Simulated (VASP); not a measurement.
Set up this calculation in VASP 6.6.1, as the native input.

```yaml
Task: single point
Functional: PBE
Potentials_or_basis: VASP PAW PBE potentials, release 64 (Hg, Te)
Cutoff: 500 eV
k_mesh: 11 × 11 × 11
Occupations: fermi-dirac, width 0.05 eV
Spin: no spin polarisation
Dipole_correction: no
Further_INCAR_settings: ALGO = Normal; EDIFF = 1e-06; NBANDS = 16
```

The structure of HgTe (zincblende type) lies in POSCAR:

```
HgTe
1.0
    0.0000000000      3.2579710539      3.2579710539
    3.2579710539      0.0000000000      3.2579710539
    3.2579710539      3.2579710539      0.0000000000
Hg Te
1 1
Direct
    0.0000000000      0.0000000000      0.0000000000
    0.2500000000      0.2500000000      0.2500000000
```

This cell differs from its parent crystal: volume scaled by 0.94.

These files were run (other wordings do the same):

INCAR

```
SYSTEM = HgTe
PREC = Accurate ; ENCUT = 500
EDIFF = 1E-6 ; ISMEAR = -1
SIGMA = 0.05 ; LREAL = .FALSE.
LASPH = .TRUE. ; NELM = 120
ALGO = Normal ; ISIF = 2
LWAVE = .FALSE. ; LCHARG = .FALSE.
GGA = PE ; NBANDS = 16
GGA_COMPAT = .FALSE.
```

KPOINTS

```
Automatic mesh
0
G
  11 11 11
  0 0 0
```

Potentials or basis: VASP PAW PBE potentials, release 64 (Hg, Te).

Command:

```sh
$ cat potpaw_PBE.64/Hg/POTCAR potpaw_PBE.64/Te/POTCAR > POTCAR
$ mpirun -np 1 vasp_std > vasp.out
```

It gave:

```
Pressure               : 2.5 GPa
Band gap on the k mesh : zero (filled and empty bands touch)
```

Caveat: spin-orbit coupling is left out, which moves the levels of the heavy elements.

Wall time 76 s on 1 thread of Intel Xeon 8259CL (shared host), peak memory 0.24 GiB.
